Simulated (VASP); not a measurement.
Ga: single point with PBEsol

Ga:

```
Ga
1.0
     0.00000    2.16012    2.16012
     2.16012    0.00000    2.16012
     2.16012    2.16012    0.00000
Ga
1
Cartesian
  0.0000 0.0000 0.0000
```

| Item | Value |
| --- | --- |
| Program | VASP 6.6.1 |
| Task | single point |
| Functional | PBEsol |
| Potentials or basis | VASP PAW PBE potentials, release 64 (Ga_d) |
| Cutoff | 500 eV |
| k mesh | 8 × 8 × 8 |
| Occupations | gaussian, width 0.1 eV |
| Spin | no spin polarisation |
| Dipole correction | no |
| Further INCAR settings | ALGO = Normal; EDIFF = 1e-06; NBANDS = 12 |

* Pressure: -5.6 GPa

Levels at points of the mesh, in eV from the Fermi level:
```
           k point  band 4  band 5  band 6  band 7  band 8  band 9
(0.00, 0.00, 0.00)  -14.78  -14.78  -10.66   11.39   11.39   11.39
(0.50, 0.00, 0.00)  -14.69  -14.69   -5.00   -3.76    9.20    9.20
(0.50, 0.50, 0.00)  -14.67  -14.67   -2.57   -2.42    4.63    4.63
```

Wall time 8.6 s on 1 thread of Intel Xeon 8259CL, with other jobs on the host, peak memory 0.14 GiB.

Caveat: the PAW data sets were made with another functional, which shifts forces and pressure a little.
